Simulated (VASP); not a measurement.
# SbMo (F-43m) in VASP: a series of runs, part 2 of 2

VASP 6.6.1. The steps go on from the part before.

## Step 3: Single point, r2SCAN

This run uses another cell than the first one, of 28.73 Å³/atom, 0.909 times its volume.

POSCAR reads:

```
SbMo
1.0
    0.0000000000      3.0626261251      3.0626261251
    3.0626261251      0.0000000000      3.0626261251
    3.0626261251      3.0626261251      0.0000000000
Mo Sb
1 1
Direct
    0.0000000000      0.0000000000      0.0000000000
    0.2500000000      0.2500000000      0.2500000000
```

INCAR.step1 reads:

```
ALGO     = Normal         # electronic algorithm
EDIFF    = 1E-4           # SCF threshold, eV
ENCUT    = 520            # plane-wave cutoff, eV
GGA      = PE             # functional
ISMEAR   = 0              # smearing method
LASPH    = True           # aspherical terms in the spheres
LCHARG   = False          # write CHGCAR
LREAL    = False          # projectors in reciprocal space
LWAVE    = True           # write WAVECAR
NBANDS   = 16             # bands
NELM     = 80             # most SCF steps
PREC     = Accurate       # precision mode
SIGMA    = 0.05           # smearing width, eV
```

INCAR.step2 reads:

```
ALGO     = Normal         # electronic algorithm
EDIFF    = 1E-6           # SCF threshold, eV
ENCUT    = 520            # plane-wave cutoff, eV
ISIF     = 2              # what is computed and relaxed
ISMEAR   = 0              # smearing method
ISTART   = 1            
LASPH    = True           # aspherical terms in the spheres
LCHARG   = True           # write CHGCAR
LELF     = True           # ELF
LMIXTAU  = True         
LREAL    = False          # projectors in reciprocal space
LVHAR    = True         
LWAVE    = False          # write WAVECAR
METAGGA  = R2SCAN         # meta-GGA
NBANDS   = 16             # bands
NELM     = 80             # most SCF steps
PREC     = Accurate       # precision mode
SIGMA    = 0.05           # smearing width, eV
```

KPOINTS reads:

```
k-points
0
Gamma
  10 10 10
```

Potentials or basis: VASP PAW PBE potentials, release 64 (Mo_sv, Sb).

The run is started by

```
cat potpaw_PBE.64/Mo_sv/POTCAR potpaw_PBE.64/Sb/POTCAR > POTCAR
cp INCAR.step1 INCAR
mpirun -np 1 vasp_std > vasp.out
cp INCAR.step2 INCAR
mpirun -np 1 vasp_std > vasp.out
```

OUTCAR:

```text
EDIFF = 1E-6
   ENCUT = 520
   ISIF = 2
   ISMEAR = 0
   ISTART = 1
   LASPH = True
   LREAL = False
   METAGGA = R2SCAN
   NELM = 80
   PREC = Accurate

 ion  position               nearest neighbor table
   1  0.000  0.000  0.000-   2 2.65   2 2.65   2 2.65   2 2.65
   2  0.250  0.250  0.250-   1 2.65   1 2.65   1 2.65   1 2.65

  LATTYP: Found a face centered cubic cell.
 ALAT       =     6.1252522502

  Lattice vectors:

 A1 = (   0.0000000000,   3.0626261251,   3.0626261251)
 A2 = (   3.0626261251,   0.0000000000,   3.0626261251)
 A3 = (   3.0626261251,   3.0626261251,   0.0000000000)

Analysis of symmetry for initial positions (statically):
=====================================================================
 Subroutine PRICEL returns:
 Original cell was already a primitive cell.

 Routine SETGRP: Setting up the symmetry group for a
 face centered cubic supercell.

 Subroutine GETGRP returns: Found 24 space group operations
 (whereof 24 operations were pure point group operations)
 out of a pool of 48 trial point group operations.

The static configuration has the point symmetry T_d .

Analysis of symmetry for dynamics (positions and initial velocities):
=====================================================================
 Subroutine PRICEL returns:
 Original cell was already a primitive cell.

 Routine SETGRP: Setting up the symmetry group for a
 face centered cubic supercell.

 Subroutine GETGRP returns: Found 24 space group operations
 (whereof 24 operations were pure point group operations)
 out of a pool of 48 trial point group operations.

The dynamic configuration has the point symmetry T_d .

 Subroutine INISYM returns: Found 24 space group operations
 (whereof 24 operations are pure point group operations),
 and found     1 'primitive' translations

----------------------------------------------------------------------------------------

                                     Primitive cell

  volume of cell :      57.4529

  direct lattice vectors                    reciprocal lattice vectors
     0.000000000  3.062626125  3.062626125    -0.163258583  0.163258583  0.163258583
     3.062626125  0.000000000  3.062626125     0.163258583 -0.163258583  0.163258583
     3.062626125  3.062626125  0.000000000     0.163258583  0.163258583 -0.163258583

  length of vectors
     4.331207403  4.331207403  4.331207403     0.282772160  0.282772160  0.282772160

  position of ions in fractional coordinates (direct lattice)
     0.000000000  0.000000000  0.000000000
     0.250000000  0.250000000  0.250000000

  ion indices of the primitive-cell ions
   primitive index   ion index
                 1           1
                 2           2

----------------------------------------------------------------------------------------

 KPOINTS: k-points

Automatic generation of k-mesh.
 Grid dimensions read from file:
 generate k-points for:   10   10   10

 Generating k-lattice:

  Cartesian coordinates                     Fractional coordinates (reciprocal lattice)
    -0.016325858  0.016325858  0.016325858     0.100000000  0.000000000  0.000000000
     0.016325858 -0.016325858  0.016325858     0.000000000  0.100000000  0.000000000
     0.016325858  0.016325858 -0.016325858     0.000000000  0.000000000  0.100000000

  Length of vectors
     0.028277216  0.028277216  0.028277216

  Shift w.r.t. Gamma in fractional coordinates (k-lattice)
     0.000000000  0.000000000  0.000000000

 Subroutine IBZKPT returns following result:
 ===========================================

 Found     47 irreducible k-points:

 Following reciprocal coordinates:
            Coordinates               Weight
  0.000000  0.000000  0.000000      1.000000
  0.100000  0.000000  0.000000      8.000000
  0.200000  0.000000  0.000000      8.000000
  0.300000  0.000000  0.000000      8.000000
  0.400000  0.000000  0.000000      8.000000
  0.500000  0.000000  0.000000      4.000000
[... 16 lines left out ...]
  0.300000  0.300000  0.000000      6.000000
  0.400000  0.300000  0.000000     24.000000
 [... further k-points ...]
   k-points           NKPTS =     47   k-points in BZ     NKDIM =     47   number of bands    NBANDS=     16
   number of dos      NEDOS =    301   number of ions     NIONS =      2
   total plane-waves  NPLWV =  32768
   dimension x,y,z NGX =    32 NGY =   32 NGZ =   32
   dimension x,y,z NGXF=    64 NGYF=   64 NGZF=   64
   ions per type =               1   1
   NGX,Y,Z   is equivalent  to a cutoff of  12.28, 12.28, 12.28 a.u.
   NGXF,Y,Z  is equivalent  to a cutoff of  24.57, 24.57, 24.57 a.u.
 SYSTEM =  unknown system
   PREC   = accura    normal or accurate (medium, high low for compatibility)
   ISTART =      1    job   : 0-new  1-cont  2-samecut
   ICHARG =      0    charge: 1-file 2-atom 10-const
   ISPIN  =      1    spin polarized calculation?
   LNONCOLLINEAR =      F non collinear calculations
   LSORBIT =      F    spin-orbit coupling
   LASPH  =      T    aspherical Exc in radial PAW
   ENCUT  =  520.0 eV  38.22 Ry    6.18 a.u.   8.05  8.05  8.05*2*pi/ulx,y,z
   NELM   =     80;   NELMIN=  2; NELMDL=  0     # of ELM steps
   EDIFF  = 0.1E-05   stopping-criterion for ELM
   LREAL  =      F    real-space projection
   EDIFFG = 0.1E-04   stopping-criterion for IOM
   NSW    =      0    number of steps for IOM
   IBRION =     -1    ionic relax: 0-MD 1-quasi-New 2-CG
   NFREE  =      0    steps in history (QN), initial steepest desc. (CG)
   ISIF   =      2    stress and relaxation
   ISYM   =      2    0-nonsym 1-usesym 2-fastsym
   POTIM  = 0.5000    time-step for ionic-motion
   TEBEG  =    0.0;   TEEND  =   0.0 temperature during run
   PSTRESS=    0.0 pullay stress
   NELECT =      19.0000    total number of electrons
   NUPDOWN=      -1.0000    fix difference up-down
   EMIN   =  10.00;   EMAX   =-10.00  energy-range for DOS
   EFERMI =   0.00;   METHOD = LEGACY
   ISMEAR =     0;   SIGMA  =   0.05  broadening in eV -4-tet -1-fermi 0-gaus
   EFERMI_NEDOS =   21; number of points for ismear=-14 and -15
   IALGO  =     38    algorithm
   IMIX   =      4    mixing-type and parameters
     AMIX     =   0.40;   BMIX     =  1.00
     AMIX_MAG =   1.60;   BMIX_MAG =  1.00
  volume/ion in A,a.u.               =      28.73       193.86
  Fermi-wavevector in a.u.,A,eV,Ry     =   1.132110  2.139378 17.438228  1.281674
  Thomas-Fermi vector in A             =   2.268811
   LORBIT       =      0    0 simple, 1 ext, 2 COOP (PROOUT), +10 PAW based schemes
   METAGGA = R2SCAN    functional components
   LHFCALC =     F    Hartree Fock is set to
   AEXX    =    0.0000 exact exchange contribution
   IVDW    =     0    specifies the selected vdW correction
   LEPSILON=     F    determine dielectric tensor
   LRPA    =     F    only Hartree local field effects (RPA)
 non-spin polarized calculation
 Gauss-broadening in eV      SIGMA  =   0.05
  energy-cutoff  :      520.00
  volume of cell :       57.45
 maximum number of plane-waves:      1572
   NGX = 17   NGY = 17   NGZ = 17

 number of electron      18.9999998 magnetization

 Free energy of the ion-electron system (eV)
  ---------------------------------------------------
  ext. energy  EPLUGINS =         0.00000000
  ---------------------------------------------------
  free energy    TOTEN  =       -49.22967349 eV

  energy without entropy =      -49.21855712  energy(sigma->0) =      -49.22411530

 E-fermi :   5.7977     XC(G=0): -10.2099

 val. band max:        5.7968891747   @ k =  -0.4000   0.2000   0.1000
 cond. band min:       5.8032733233   @ k =  -0.3000   0.2000   0.0000
 fundamental gap:      0.0063841486
 Fermi energy:         5.7977240997

 k-point     1 :       0.0000    0.0000    0.0000
  band No.  band energies     occupation
      1     -56.7325      2.00000
      2     -30.1450      2.00000
      3     -30.1450      2.00000
      4     -30.1450      2.00000
      5      -4.6778      2.00000
      6       2.9610      2.00000
[... 8 lines left out ...]
     15      13.1700      0.00000
     16      13.1700      0.00000
[... 419 lines left out ...]
 k-point    24 :       0.4000    0.3000    0.0000
  band No.  band energies     occupation
      1     -56.7309      2.00000
      2     -30.1669      2.00000
      3     -30.1533      2.00000
      4     -30.1527      2.00000
      5      -3.5886      2.00000
      6       1.8868      2.00000
[... 8 lines left out ...]
     15      12.8885      0.00000
     16      16.0327      0.00000

 [... further k-points ...]

------------------------ aborting loop because EDIFF is reached ----------------------------------------

  FORCE on cell =-STRESS in cart. coord.  units (eV):
  Direction    XX          YY          ZZ          XY          YZ          ZX
  --------------------------------------------------------------------------------------
  -------------------------------------------------------------------------------------
  Total       -0.4176955     -0.4176955     -0.4176955      0.0000000      0.0000000      0.0000000
  in kB      -11.6481893    -11.6481893    -11.6481893      0.0000000      0.0000000      0.0000000
  external PRESSURE =     -11.6481893 kB  Pullay stress =       0.0000000 kB

 VOLUME and BASIS-vectors are now :
 -----------------------------------------------------------------------------
  energy-cutoff  :      520.00
  volume of cell :       57.45
      direct lattice vectors                 reciprocal lattice vectors
     0.000000000  3.062626125  3.062626125    -0.163258583  0.163258583  0.163258583
     3.062626125  0.000000000  3.062626125     0.163258583 -0.163258583  0.163258583
     3.062626125  3.062626125  0.000000000     0.163258583  0.163258583 -0.163258583

 POSITION                                       TOTAL-FORCE (eV/Angst)
 -----------------------------------------------------------------------------------
      0.00000      0.00000      0.00000         0.000000      0.000000      0.000000
      1.53131      1.53131      1.53131        -0.000000     -0.000000     -0.000000
 -----------------------------------------------------------------------------------
    total drift:                               -0.000000     -0.000000     -0.000000

  FREE ENERGIE OF THE ION-ELECTRON SYSTEM (eV)
  ---------------------------------------------------
  free  energy   TOTEN  =       -49.2296734851 eV

  energy  without entropy=      -49.2185571193  energy(sigma->0) =      -49.22411530
```

Run time: 3.2 min. Hardware: 1 thread of Intel Xeon Platinum 8259CL at 2.50GHz (Skylake/Cascade Lake), shared host; peak memory 0.21 GiB.

Results:

- Free energy: -49.2297 eV
- Pressure: -1.2 GPa

Levels at points of the mesh, in eV from the Fermi level:
```csv
k point,band 6,band 7,band 8,band 9,band 10,band 11,band 12,band 13,band 14,band 15
"(0.00, 0.00, 0.00)",-2.84,-2.84,-2.84,-0.17,-0.17,4.19,5.65,5.65,5.65,7.37
"(0.50, 0.00, 0.00)",-3.78,-2.51,-2.51,0.04,0.04,0.32,3.30,3.30,5.27,8.60
"(0.50, 0.50, 0.00)",-4.19,-1.71,-1.71,-0.66,0.23,0.49,1.09,1.09,6.27,6.74
```

Caveat: the PAW data sets were made with another functional, which shifts forces and pressure a little; spin-orbit coupling is left out, which moves the levels of the heavy elements.
